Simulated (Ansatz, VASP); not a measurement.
# One calculation of HgTe, two programs

The input INCAR:

```
PREC = Accurate ; ENCUT = 520
EDIFF = 1E-8 ; ISMEAR = -1
SIGMA = 0.08 ; LREAL = False
LASPH = True ; NELM = 80
ALGO = Normal ; ISIF = 2
LWAVE = False ; LCHARG = False
GGA = PS ; LEFG = True
NBANDS = 16
```

The input KPOINTS:

```
regular mesh
0
Gamma
  12 12 12
```

Contents of POSCAR:

```
HgTe
1.0
    0.0000000000      2.8820154301      2.8820154301
    2.8820154301      0.0000000000      2.8820154301
    2.8820154301      2.8820154301      0.0000000000
Hg Te
1 1
Direct
    0.0000000000      0.0000000000      0.0000000000
    0.5000000000      0.5000000000      0.5000000000
```

Input for Ansatz:

```yaml
crystal:
  lattice:
    - [0.0, 2.8820154301, 2.8820154301]
    - [2.8820154301, 0.0, 2.8820154301]
    - [2.8820154301, 2.8820154301, 0.0]
  atoms:
    - { symbol: Hg, position: [0.0, 0.0, 0.0] }
    - { symbol: Te, position: [0.5, 0.5, 0.5] }
kpoints:
  mp_grid: { grid: [12, 12, 12] }
scf:
  occupations: { method: fermi_dirac, width: 0.08 }
hamiltonian:
  xc: pbesol
  pseudopotentials: { kind: paw }
output:
  forces: true
  stress: true
  eigenvalues: true
  efg: { contact_densities: true }
  write_density: true
  write_potential: true
  elf: true
  volumetric_format: npy
```

Change from the starting cell: volume scaled by 0.96, PAW files.

Alike in both runs: task electric field gradients; functional PBEsol; k mesh 12 × 12 × 12; occupations fermi-dirac, width 0.08 eV; no spin polarisation.

|  | VASP | Ansatz |
| --- | --- | --- |
| version | VASP 6.6.1 | Ansatz 0.2.0 |
| potentials or method | VASP PAW PBE potentials, release 64 (Hg, Te) | PAW with Ansatz's default frozen-core files, scalar-relativistic |
| plane-wave cutoff (eV) | 520 | 420 |
| valence electrons in the cell | 18 | 36 |

```tsv
	VASP	Ansatz	Ansatz less VASP
pressure (GPa)	10.5	10.1	-0.39
```

VASP's potentials were made for PBE, not for PBEsol. With one functional, cell and mesh, what is left measures potentials, basis and numerics. VASP's potentials hold 18 valence electrons a cell and Ansatz's 36, so a difference there can come from the potentials and not from the codes.

Neither program's run includes spin-orbit coupling.
